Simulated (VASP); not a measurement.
Here is a VASP 6.6.1 calculation.

File POSCAR:

```
NaI
1.0
    0.0000000000      3.5431916794      3.5431916794
    3.5431916794      0.0000000000      3.5431916794
    3.5431916794      3.5431916794      0.0000000000
Na I
1 1
Direct
    0.0000000000      0.0000000000      0.0000000000
    0.2500000000      0.2500000000      0.2500000000
```

The input INCAR.step1:

```
  ALGO = Normal
  EDIFF = 1E-4
  ENCUT = 520
  GGA = PE
  ISMEAR = 0
  LASPH = True
  LCHARG = False
  LREAL = False
  LWAVE = True
  NBANDS = 14
  NELM = 60
  PREC = Accurate
  SIGMA = 0.01
```

Contents of INCAR.step2:

```
  ALGO = Normal
  EDIFF = 1E-6
  ENCUT = 520
  ISIF = 2
  ISMEAR = 0
  ISTART = 1
  LASPH = True
  LCHARG = False
  LMIXTAU = True
  LREAL = False
  LWAVE = False
  METAGGA = R2SCAN
  NBANDS = 14
  NELM = 60
  PREC = Accurate
  SIGMA = 0.01
```

Contents of KPOINTS:

```
k-points
0
Gamma
  6 6 6
```

Potentials or basis: VASP PAW PBE potentials, release 64 (Na_pv, I).

Launch:

```console
$ cat potpaw_PBE.64/Na_pv/POTCAR potpaw_PBE.64/I/POTCAR > POTCAR
$ cp INCAR.step1 INCAR
$ mpirun -np 1 vasp_std > vasp.out
$ cp INCAR.step2 INCAR
$ mpirun -np 1 vasp_std > vasp.out
```

**Question.** What does it give for the pressure?

**Answer.** -0.1 GPa.

**Question.** What does it give for the band gap on the k mesh?

**Answer.** 4.42 eV, direct.

Caveat: the PAW data sets were made with another functional, which shifts forces and pressure a little; spin-orbit coupling is left out, which moves the levels of the heavy elements. r2SCAN opens gaps a little over a GGA but as a rule still falls short of measured ones.
